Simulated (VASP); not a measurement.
# DyGaH4 (P6/mmm) in VASP: a series of runs, part 2 of 2

VASP 6.6.1. The steps go on from the part before.

### 3 Single point, PBE

This run uses another cell than the first one, of 10.29 Å³/atom.

The input, INCAR:

```
ALGO     = Normal         # electronic algorithm
EDIFF    = 1E-6           # SCF threshold, eV
ENCUT    = 500            # plane-wave cutoff, eV
GGA      = PE             # functional
GGA_COMPAT= False        
ISIF     = 2              # what is computed and relaxed
ISMEAR   = 0              # smearing method
LASPH    = True           # aspherical terms in the spheres
LCHARG   = False          # write CHGCAR
LMAXMIX  = 6              # l up to which the mixer works
LREAL    = False          # projectors in reciprocal space
LWAVE    = False          # write WAVECAR
NBANDS   = 22             # bands
NELM     = 200            # most SCF steps
PREC     = Accurate       # precision mode
SIGMA    = 0.1            # smearing width, eV
```

The input, KPOINTS:

```
k-points
0
Gamma
  6 6 4
```

The input, POSCAR:

```
DyGaH4
1.0
    3.5242162221      0.0000000032      0.0000000000
   -1.7621081138      3.0520607751      0.0000000000
    0.0000000000      0.0000000000      5.7414536507
Dy Ga H
1 1 4
Direct
    0.0000000000      0.0000000000      0.5000000000
    0.0000000000      0.0000000000      0.0000000000
    0.3333333333      0.6666666667      0.3038293553
    0.6666666667      0.3333333333      0.3038293553
    0.6666666667      0.3333333333      0.6961706447
    0.3333333333      0.6666666667      0.6961706447
```

Potentials or basis: VASP PAW PBE potentials, release 64 (Dy_3, Ga_d, H), 4f in core.

Launch:

```bash
$ cat potpaw_PBE.64/Dy_3/POTCAR potpaw_PBE.64/Ga_d/POTCAR potpaw_PBE.64/H/POTCAR > POTCAR
$ mpirun -np 1 vasp_std > vasp.out
```

OUTCAR:

```text
EDIFF = 1E-6
   ENCUT = 500
   GGA = PE
   ISIF = 2
   ISMEAR = 0
   LASPH = True
   LREAL = False
   NELM = 200
   PREC = Accurate

 ion  position               nearest neighbor table
   1  0.000  0.000  0.500-   3 2.33   4 2.33   5 2.33   6 2.33   3 2.33   6 2.33   4 2.33   5 2.33
                             4 2.33   5 2.33   3 2.33   6 2.33   2 2.87   2 2.87
   2  0.000  0.000  0.000-   1 2.87   1 2.87
   3  0.333  0.667  0.304-   1 2.33   1 2.33   1 2.33
   4  0.667  0.333  0.304-   1 2.33   1 2.33   1 2.33
   5  0.667  0.333  0.696-   1 2.33   1 2.33   1 2.33
   6  0.333  0.667  0.696-   1 2.33   1 2.33   1 2.33

  LATTYP: Found a hexagonal cell.
 ALAT       =     3.5242162221
 C/A-ratio  =     1.6291434148

  Lattice vectors:

 A1 = (   3.5242162221,   0.0000000032,   0.0000000000)
 A2 = (  -1.7621081138,   3.0520607751,   0.0000000000)
 A3 = (   0.0000000000,   0.0000000000,   5.7414536507)

Analysis of symmetry for initial positions (statically):
=====================================================================
[... 178 lines left out ...]

 val. band max:        3.4105341654   @ k =   0.1667   0.1667   0.0000
 cond. band min:       3.7927421221   @ k =   0.3333   0.3333   0.2500
 fundamental gap:      0.3822079567
 Fermi energy:         3.4352919145

 k-point     1 :       0.0000    0.0000    0.0000
  band No.  band energies     occupation
      1     -19.3464      2.00000
      2     -18.8173      2.00000
      3     -18.8173      2.00000
      4     -12.0338      2.00000
      5     -12.0338      2.00000
      6     -12.0138      2.00000
[... 514 lines left out ...]
     21      10.7766      0.00000
     22      14.4733      0.00000

------------------------ aborting loop because EDIFF is reached ----------------------------------------

  FORCE on cell =-STRESS in cart. coord.  units (eV):
  Direction    XX          YY          ZZ          XY          YZ          ZX
  --------------------------------------------------------------------------------------
  -------------------------------------------------------------------------------------
  Total        0.0745507      0.0745507     -0.0152985      0.0000000     -0.0000000      0.0000000
  in kB        1.9341269      1.9341269     -0.3969008      0.0000000     -0.0000000      0.0000000
  external PRESSURE =       1.1571177 kB  Pullay stress =       0.0000000 kB

 VOLUME and BASIS-vectors are now :
 -----------------------------------------------------------------------------
  energy-cutoff  :      500.00
  volume of cell :       61.76
      direct lattice vectors                 reciprocal lattice vectors
     3.524216222  0.000000003  0.000000000     0.283751035  0.163823737  0.000000000
    -1.762108114  3.052060775  0.000000000    -0.000000000  0.327647473  0.000000000
     0.000000000  0.000000000  5.741453651     0.000000000  0.000000000  0.174171919

 POSITION                                       TOTAL-FORCE (eV/Angst)
 -----------------------------------------------------------------------------------
      0.00000      0.00000      2.87073         0.000000     -0.000000      0.000000
      0.00000      0.00000      0.00000         0.000000     -0.000000      0.000000
     -0.00000      2.03471      1.74442         0.000000      0.000000     -0.005084
      1.76211      1.01735      1.74442        -0.000000     -0.000000     -0.005084
      1.76211      1.01735      3.99703        -0.000000     -0.000000      0.005084
     -0.00000      2.03471      3.99703         0.000000      0.000000      0.005084
 -----------------------------------------------------------------------------------
    total drift:                               -0.000000     -0.000000      0.000000

  FREE ENERGIE OF THE ION-ELECTRON SYSTEM (eV)
  ---------------------------------------------------
  free  energy   TOTEN  =       -20.8571295529 eV

  energy  without entropy=      -20.8524499867  energy(sigma->0) =      -20.85478977
```

OSZICAR:

```text
N       E                     dE             d eps       ncg     rms          rms(c)
DAV:   1     0.127835955316E+03    0.12784E+03   -0.12270E+04   980   0.145E+03
DAV:   2    -0.967070601077E+01   -0.13751E+03   -0.13247E+03   924   0.362E+02
DAV:   3    -0.222634922833E+02   -0.12593E+02   -0.12364E+02  1166   0.864E+01
DAV:   4    -0.225615939399E+02   -0.29810E+00   -0.29764E+00  1052   0.131E+01
DAV:   5    -0.225665590928E+02   -0.49652E-02   -0.49644E-02  1172   0.179E+00    0.281E+01
DAV:   6    -0.210827113733E+02    0.14838E+01   -0.21695E+00  1132   0.913E+00    0.163E+01
DAV:   7    -0.208936265257E+02    0.18908E+00   -0.24315E+00  1038   0.571E+00    0.186E+00
DAV:   8    -0.208692675510E+02    0.24359E-01   -0.76372E-01  1056   0.505E+00    0.888E-01
DAV:   9    -0.208567372079E+02    0.12530E-01   -0.69607E-02  1110   0.181E+00    0.231E-01
DAV:  10    -0.208570926483E+02   -0.35544E-03   -0.54633E-03  1132   0.477E-01    0.115E-01
DAV:  11    -0.208572276253E+02   -0.13498E-03   -0.14310E-03  1116   0.267E-01    0.739E-02
DAV:  12    -0.208571287872E+02    0.98838E-04   -0.64658E-04  1130   0.141E-01    0.190E-02
DAV:  13    -0.208571290887E+02   -0.30155E-06   -0.29805E-05  1042   0.333E-02    0.460E-03
DAV:  14    -0.208571295529E+02   -0.46419E-06   -0.23054E-06   896   0.965E-03
   1 F= -.20857130E+02 E0= -.20854790E+02  d E =-.467957E-02
```

Wall time 21 s (1 thread of Intel Xeon 6975P-C (Granite Rapids), shared host); peak memory 0.19 GiB.

Results:

```
Free energy            : -20.8571 eV
Pressure               : 0.1 GPa
Largest force          : 0.005 eV/Å
Band gap on the k mesh : zero (bands 13 and 14 overlap by 2.96 eV)
```

Forces in eV/Å, atoms in the order of the input:
```
Dy   0.000  0.000  0.000
Ga   0.000  0.000  0.000
H    0.000  0.000 -0.005
H    0.000  0.000 -0.005
H    0.000  0.000  0.005
H    0.000  0.000  0.005
```

Stress tensor (GPa, compression positive):
```
 0.19  0.00  0.00
 0.00  0.19  0.00
 0.00  0.00 -0.04
```

Levels at points of the mesh, in eV from the Fermi level:
```tsv
k point	band 10	band 11	band 12	band 13	band 14	band 15	band 16	band 17
(0.00, 0.00, 0.00)	-5.33	-5.11	0.75	2.14	2.14	2.97	3.57	4.36
(0.50, 0.00, 0.00)	-5.23	-4.68	-3.64	-1.48	0.64	3.07	3.33	3.39
(0.00, 0.00, 0.50)	-8.26	-1.48	-1.17	0.89	2.17	2.17	2.69	3.52
(0.50, 0.00, 0.50)	-5.22	-4.84	-4.15	-0.47	-0.07	1.13	1.78	6.19
```

Caveat: spin-orbit coupling is left out, which moves the levels of the heavy elements; the 4f electrons are frozen in the core, so they carry no moment and show no levels.

### 4 Relaxation of cell and atoms, PBE

The input, INCAR:

```
ALGO = Normal
EDIFF = 1E-7
EDIFFG = -0.04
ENCUT = 500
GGA = PE
GGA_COMPAT = False
IBRION = 2
ISIF = 3
ISMEAR = 0
LASPH = True
LCHARG = False
LMAXMIX = 6
LREAL = False
LWAVE = False
NELM = 200
NELMIN = 4
NSW = 90
PREC = Accurate
SIGMA = 0.1
```

KPOINTS is that of step 3.

The input, POSCAR:

```
DyGaH4
1.0
    3.1515131500      0.0000000000      0.0000000000
   -1.5757565800      2.7292904500      0.0000000000
    0.0000000000      0.0000000000      5.5681954900
Dy Ga H
1 1 4
Direct
    0.0000000000      0.0000000000      0.5000000000
    0.0000000000      0.0000000000      0.0000000000
    0.3333333300      0.6666666700      0.1794886000
    0.6666666700      0.3333333300      0.1794886000
    0.6666666700      0.3333333300      0.8205114000
    0.3333333300      0.6666666700      0.8205114000
```

Launch:

```bash
$ cat potpaw_PBE.64/Dy_3/POTCAR potpaw_PBE.64/Ga_d/POTCAR potpaw_PBE.64/H/POTCAR > POTCAR
$ mpirun -np 1 vasp_std > vasp.out
```

Wall time 1.9 min (1 thread of Intel Xeon 6975P-C (Granite Rapids), shared host); peak memory 0.19 GiB.

It converged, with:

| Property | Result |
| --- | --- |
| Free energy | -20.8243 eV |
| Relaxed volume | 10.21 Å³/atom |
| Relaxed cell | a = 3.518 Å, b = 3.518 Å, c = 5.714 Å, α = 90.00°, β = 90.00°, γ = 120.00° |
| Space group after relaxing (to 0.1 Å) | P6/mmm (No. 191) |
| Energy gained by relaxing | 446.7 meV/atom |
| Ionic steps | 17 |
| Pressure after relaxing | 0.1 GPa |
| Largest force after relaxing | 0.019 eV/Å |
| Band gap on the k mesh | zero (bands 13 and 14 overlap by 2.99 eV) |

Forces on the atoms (eV/Å):
```
Dy   0.000  0.000  0.000
Ga   0.000  0.000  0.000
H    0.000  0.000  0.019
H    0.000  0.000  0.019
H    0.000  0.000 -0.019
H    0.000  0.000 -0.019
```

Stress tensor (GPa, compression positive):
```
0.03 0.00 0.00
0.00 0.03 0.00
0.00 0.00 0.25
```

Step by step:
```csv
step,energy change (eV),largest force (eV/Å),pressure (GPa),volume (Å³)
1,0.0000,1.1547,17.32,47.89
2,-0.9462,1.1368,3.42,54.04
3,-1.2471,1.0961,-2.78,59.27
4,-1.2812,1.0697,-4.51,61.36
5,-1.6082,0.9677,-2.78,60.20
6,-2.0261,0.4130,5.34,56.76
7,-2.1894,0.3008,5.12,56.91
8,-2.4877,0.0382,5.52,57.28
9,-2.3145,0.3973,10.04,57.85
10,-2.4930,0.3884,7.15,57.57
11,-2.5174,0.2705,6.46,57.46
12,-2.6150,0.1561,3.51,59.10
13,-2.6619,0.1091,-2.29,63.26
14,-2.6742,0.0339,-0.76,62.00
15,-2.6743,0.0279,-0.63,61.91
16,-2.6779,0.0246,-0.36,61.66
17,-2.6805,0.0186,0.11,61.24
```

Final structure:
```cif
data_structure
_symmetry_space_group_name_H-M 'P 1'
_symmetry_Int_Tables_number 1
_cell_length_a 3.5179
_cell_length_b 3.5179
_cell_length_c 5.7143
_cell_angle_alpha 90.000
_cell_angle_beta 90.000
_cell_angle_gamma 120.000
_cell_volume 61.24
loop_
_atom_site_label
_atom_site_type_symbol
_atom_site_fract_x
_atom_site_fract_y
_atom_site_fract_z
_atom_site_occupancy
Dy1 Dy 0.00000 0.00000 0.50000 1
Ga1 Ga 0.00000 0.00000 0.00000 1
H1 H 0.33333 0.66667 0.30121 1
H2 H 0.66667 0.33333 0.30121 1
H3 H 0.66667 0.33333 0.69879 1
H4 H 0.33333 0.66667 0.69879 1
```

Levels at points of the mesh, in eV from the Fermi level:
| k point | band 9 | band 10 | band 11 | band 12 | band 13 | band 14 | band 15 | band 16 | band 17 |
| --- | --- | --- | --- | --- | --- | --- | --- | --- | --- |
| (0.00, 0.00, 0.00) | -9.78 | -5.37 | -5.04 | 0.79 | 2.15 | 2.15 | 2.97 | 3.63 | 4.62 |
| (0.50, 0.00, 0.00) | -6.27 | -5.26 | -4.70 | -3.60 | -1.49 | 0.74 | 3.07 | 3.34 | 3.44 |
| (0.00, 0.00, 0.50) | -8.54 | -8.26 | -1.40 | -1.16 | 0.94 | 2.18 | 2.18 | 2.68 | 3.52 |
| (0.50, 0.00, 0.50) | -5.80 | -5.22 | -4.83 | -4.14 | -0.47 | -0.06 | 1.21 | 1.77 | 6.67 |

Caveat: the k points lie up to 0.34 Å⁻¹ apart in the final cell, too coarse for converged energies and pressures of a metal; the volume moved by over 15 % at a fixed basis, so the end points are rough; spin-orbit coupling is left out, which moves the levels of the heavy elements; the 4f electrons are frozen in the core, so they carry no moment and show no levels. Spin polarisation is off, so any magnetic state and its effect on volume and gap are missing.

### 5 The runs side by side

```tsv
task	cell	gap on the mesh (eV)	pressure (GPa)	largest force (eV/Å)
single point	a = 3.152, b = 3.152, c = 5.568 Å, angles 90.0, 90.0, 120.0°, 6 atoms, atomic positions A	none	17.4	1.15
single point	a = 3.524, b = 3.524, c = 5.741 Å, angles 90.0, 90.0, 120.0°, 6 atoms, atomic positions B	none	0.1	0.01
relaxation of cell and atoms	relaxed from a = 3.152, b = 3.152, c = 5.568 Å, angles 90.0, 90.0, 120.0°, 6 atoms, atomic positions A	none	0.1	0.02
```

Alike in all rows: level PBE; potentials or basis VASP PAW PBE potentials, release 64 (Dy_3, Ga_d, H), 4f in core; no spin polarisation; k mesh 6 × 6 × 4; cutoff (eV) 500; smearing gaussian 0.1 eV.

Caveats: some runs use coarse meshes; spin-orbit coupling is left out, which moves the levels of the heavy elements; the 4f electrons are frozen in the core, so they carry no moment and show no levels; forces of over 1 eV/Å act on the atoms, so gaps and moduli don't describe the material at rest (at least some runs); the volume moved by over 15 % at a fixed basis, so the end points are rough (at least some runs).

Total energies depend on the potentials used, so only differences within one code and one set of settings carry meaning.

The gap in the log of VASP goes by the Fermi energy; the results here count the filled bands.